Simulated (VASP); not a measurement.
# AlCo (P4/mmm) in VASP: a series of runs, part 2 of 2

VASP 6.6.1.

## 3. Single point, PBEsol (uniaxial strain along a: -3.0 %)

INCAR reads:

```
SYSTEM = AlCo
ALGO = Fast ; EDIFF = 1E-6
ENCUT = 520 ; GGA = PS
ISIF = 2 ; ISMEAR = 0
LASPH = .True. ; LCHARG = .False.
LREAL = .False. ; LWAVE = .False.
NBANDS = 13 ; NELM = 100
PREC = Accurate ; SIGMA = 0.1
```

KPOINTS reads:

```
k-points
0
Gamma
  18 18 18
  0 0 0
```

POSCAR reads:

```
AlCo
1.0
    2.7379079696      0.0000000000      0.0000000000
    0.0000000000      2.8437549272      0.0000000000
    0.0000000000      0.0000000000      2.8437549272
Al Co
1 1
Direct
    0.0000000000      0.0000000000      0.0000000000
    0.5000000000      0.5000000000      0.5000000000
```

Potentials or basis: VASP PAW PBE potentials, release 64 (Al, Co).

On the command line:

```
$ cat potpaw_PBE.64/Al/POTCAR potpaw_PBE.64/Co/POTCAR > POTCAR
$ mpirun -np 1 vasp_std > vasp.out
```

OUTCAR:

```text
SYSTEM = AlCo
   EDIFF = 1E-6
   ENCUT = 520
   GGA = PS
   ISIF = 2
   ISMEAR = 0
   LASPH = .True.
   LREAL = .False.
   NELM = 100
   PREC = Accurate

 ion  position               nearest neighbor table
   1  0.000  0.000  0.000-   2 2.43   2 2.43   2 2.43   2 2.43   2 2.43   2 2.43   2 2.43   2 2.43

   2  0.500  0.500  0.500-   1 2.43   1 2.43   1 2.43   1 2.43   1 2.43   1 2.43   1 2.43   1 2.43

  LATTYP: Found a simple tetragonal cell.
 ALAT       =     2.8437549272
 C/A-ratio  =     0.9627791563

  Lattice vectors:

 A1 = (   0.0000000000,   2.8437549272,   0.0000000000)
 A2 = (   0.0000000000,   0.0000000000,   2.8437549272)
 A3 = (   2.7379079696,   0.0000000000,   0.0000000000)

Analysis of symmetry for initial positions (statically):
=====================================================================
 Subroutine PRICEL returns:
 Original cell was already a primitive cell.

 Routine SETGRP: Setting up the symmetry group for a
 simple tetragonal supercell.

 Subroutine GETGRP returns: Found 16 space group operations
 (whereof 16 operations were pure point group operations)
 out of a pool of 16 trial point group operations.

The static configuration has the point symmetry D_4h.

Analysis of symmetry for dynamics (positions and initial velocities):
=====================================================================
 Subroutine PRICEL returns:
 Original cell was already a primitive cell.

 Routine SETGRP: Setting up the symmetry group for a
 simple tetragonal supercell.

 Subroutine GETGRP returns: Found 16 space group operations
 (whereof 16 operations were pure point group operations)
 out of a pool of 16 trial point group operations.

The dynamic configuration has the point symmetry D_4h.

 Subroutine INISYM returns: Found 16 space group operations
 (whereof 16 operations are pure point group operations),
 and found     1 'primitive' translations

----------------------------------------------------------------------------------------

                                     Primitive cell

  volume of cell :      22.1413
[... 120 lines left out ...]
 non-spin polarized calculation
 RMM-DIIS sequential band-by-band and
 Gauss-broadening in eV      SIGMA  =   0.10
  energy-cutoff  :      520.00
  volume of cell :       22.14
 maximum number of plane-waves:       612
   NGX = 11   NGY = 11   NGZ = 11

 number of electron      12.0000005 magnetization

 Free energy of the ion-electron system (eV)
  ---------------------------------------------------
  ext. energy  EPLUGINS =         0.00000000
  ---------------------------------------------------
  free energy    TOTEN  =       -13.06572092 eV

  energy without entropy =      -13.06139003  energy(sigma->0) =      -13.06355547

 E-fermi :  11.0220     XC(G=0): -12.6040

 val. band max:       11.0215675922   @ k =   0.5000   0.4444   0.1667
 cond. band min:      11.0239252813   @ k =   0.5000   0.5000   0.2222
 fundamental gap:      0.0023576891
 Fermi energy:        11.0220318793

 k-point     1 :       0.0000    0.0000    0.0000
  band No.  band energies     occupation
      1      -0.3214      2.00000
      2       7.8249      2.00000
      3       7.9017      2.00000
      4      10.0769      2.00000
      5      10.2448      2.00000
      6      10.2448      2.00000
      7      16.7714      0.00000
      8      16.7714      0.00000
      9      18.2208      0.00000
     10      19.8525      0.00000
     11      20.0681      0.00000
     12      27.1295      0.00000
     13      32.6229      0.00000
[... 354 lines left out ...]
  band No.  band energies     occupation
      1       0.4765      2.00000
      2       7.9284      2.00000
      3       7.9830      2.00000
      4       9.7881      2.00000
      5       9.9192      2.00000
      6      10.0173      2.00000
      7      14.8165      0.00000
      8      15.9830      0.00000
      9      17.8682      0.00000
     10      20.7307      0.00000
     11      23.6907      0.00000
     12      27.8798      0.00000
     13      29.7624      0.00000

 [... further k-points ...]

------------------------ aborting loop because EDIFF is reached ----------------------------------------

  FORCE on cell =-STRESS in cart. coord.  units (eV):
  Direction    XX          YY          ZZ          XY          YZ          ZX
  --------------------------------------------------------------------------------------
  -------------------------------------------------------------------------------------
  Total        1.1822746      0.0087928      0.0087928      0.0000000      0.0000000     -0.0000000
  in kB       85.5511314      0.6362597      0.6362597      0.0000000      0.0000000     -0.0000000
  external PRESSURE =      28.9412170 kB  Pullay stress =       0.0000000 kB

 VOLUME and BASIS-vectors are now :
 -----------------------------------------------------------------------------
  energy-cutoff  :      520.00
  volume of cell :       22.14
      direct lattice vectors                 reciprocal lattice vectors
     2.737907970  0.000000000  0.000000000     0.365242372  0.000000000  0.000000000
     0.000000000  2.843754927  0.000000000     0.000000000  0.351647742  0.000000000
     0.000000000  0.000000000  2.843754927     0.000000000  0.000000000  0.351647742

 POSITION                                       TOTAL-FORCE (eV/Angst)
 -----------------------------------------------------------------------------------
      0.00000      0.00000      0.00000         0.000000      0.000000      0.000000
      1.36895      1.42188      1.42188         0.000000      0.000000      0.000000
 -----------------------------------------------------------------------------------
    total drift:                               -0.000000      0.000000      0.000000

  FREE ENERGIE OF THE ION-ELECTRON SYSTEM (eV)
  ---------------------------------------------------
  free  energy   TOTEN  =       -13.0657209191 eV

  energy  without entropy=      -13.0613900272  energy(sigma->0) =      -13.06355547
```

OSZICAR:

```text
N       E                     dE             d eps       ncg     rms          rms(c)
DAV:   1     0.362021636610E+02    0.36202E+02   -0.52531E+03 14553   0.979E+02
DAV:   2    -0.133115176888E+02   -0.49514E+02   -0.45054E+02 15050   0.174E+02
DAV:   3    -0.149665639742E+02   -0.16550E+01   -0.16433E+01 17514   0.369E+01
DAV:   4    -0.149911345916E+02   -0.24571E-01   -0.24564E-01 16779   0.408E+00
DAV:   5    -0.149919595983E+02   -0.82501E-03   -0.82499E-03 18024   0.808E-01    0.137E+01
RMM:   6    -0.177120330178E+02   -0.27201E+01   -0.17341E+01 17027   0.539E+01    0.185E+01
RMM:   7    -0.131039693175E+02    0.46081E+01   -0.50944E+00 15369   0.281E+01    0.275E+00
RMM:   8    -0.130788499017E+02    0.25119E-01   -0.35728E-02 15988   0.153E+00    0.118E+00
RMM:   9    -0.130849582197E+02   -0.61083E-02   -0.45661E-02 17341   0.188E+00    0.122E+00
RMM:  10    -0.130656638107E+02    0.19294E-01   -0.18988E-02 16821   0.185E+00    0.150E-01
RMM:  11    -0.130658642507E+02   -0.20044E-03   -0.12416E-03 19074   0.237E-01    0.143E-01
RMM:  12    -0.130657126315E+02    0.15162E-03   -0.35670E-04 20011   0.168E-01    0.262E-02
RMM:  13    -0.130657249125E+02   -0.12281E-04   -0.99675E-05 19474   0.663E-02    0.381E-02
RMM:  14    -0.130657199219E+02    0.49905E-05   -0.16001E-05 20151   0.352E-02    0.100E-02
RMM:  15    -0.130657209191E+02   -0.99716E-06   -0.48348E-06 16170   0.155E-02
   1 F= -.13065721E+02 E0= -.13063555E+02  d E =-.433089E-02
```

stdout:

```text
POSCAR found type information on POSCAR AlCo
 POSCAR found :  2 types and       2 ions
 scaLAPACK will be used
 -----------------------------------------------------------------------------
|                                                                             |
|                                                                             |
|     You enforced a specific xc type in the INCAR file but a different       |
|     I HOPE YOU KNOW WHAT YOU ARE DOING!                                     |
|                                                                             |
 -----------------------------------------------------------------------------

 LDA part: xc-table for (Slater+PW92), standard interpolation
 POSCAR, INCAR and KPOINTS ok, starting setup
 FFT: planning ... GRIDC
 FFT: planning ... GRID_SOFT
 FFT: planning ... GRID
 WAVECAR not read
 entering main loop
```

Wall time 61 s (1 thread of Intel Xeon 6975P-C (Granite Rapids), shared host); peak memory 0.27 GiB.

What came out:

```
Free energy            : -13.0657 eV
Pressure               : 2.9 GPa
Band gap on the k mesh : zero (band 6 reaches 13.37 eV, above the bottom of band 7 at 10.70 eV)
```

Caveat: the cell differs from its parent crystal (uniaxial strain along a: -3.0 %); the PAW data sets were made with another functional, which shifts forces and pressure a little. Spin polarisation is off, so any magnetic state and its effect on volume and gap are missing.
